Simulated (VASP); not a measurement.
The system is B.

```
B
1.0
     3.74283    0.00000    0.00000
     0.00000    3.74283    0.00000
     0.00000    0.00000    3.74283
B
8
Direct
  0.00000 0.00000 0.00000
  0.50000 0.50000 0.50000
  0.25000 0.00000 0.50000
  0.75000 0.00000 0.50000
  0.50000 0.25000 0.00000
  0.50000 0.75000 0.00000
  0.00000 0.50000 0.25000
  0.00000 0.50000 0.75000
```

```yaml
Program: VASP 6.6.1
Task: relaxation of cell and atoms
Functional: r2SCAN
Potentials_or_basis: VASP PAW PBE potentials, release 64 (B)
Cutoff: 600 eV
k_mesh: 7 × 7 × 7
Occupations: fermi-dirac, width 0.1 eV
Spin: no spin polarisation
```

At the start: pressure -16.8 GPa; volume 6.55 Å³/atom.

Q: Where does the relaxation end?

A: Over 3 steps the energy falls by 27.6 meV/atom and the volume is 6.06 Å³/atom (-7.5 %); space group Pm-3n (No. 223, to 0.05 Å).

The path:
```
step  energy change (eV)  largest force (eV/Å)  pressure (GPa)  volume (Å³)
   1              0.0000                0.0000          -16.83        52.43
   2             -0.2003                0.0000            6.11        47.38
   3             -0.2210                0.0000            0.06        48.48
```

Final structure:
```xyz
8
Lattice="3.6464 0.0000 0.0000 0.0000 3.6464 0.0000 0.0000 0.0000 3.6464" Properties=species:S:1:pos:R:3 pbc="T T T"
B     0.0000    0.0000    0.0000
B     1.8232    1.8232    1.8232
B     0.9116    0.0000    1.8232
B     2.7348    0.0000    1.8232
B     1.8232    0.9116    0.0000
B     1.8232    2.7348    0.0000
B     0.0000    1.8232    0.9116
B     0.0000    1.8232    2.7348
```

Caveat: the PAW data sets were made with another functional, which shifts forces and pressure a little.
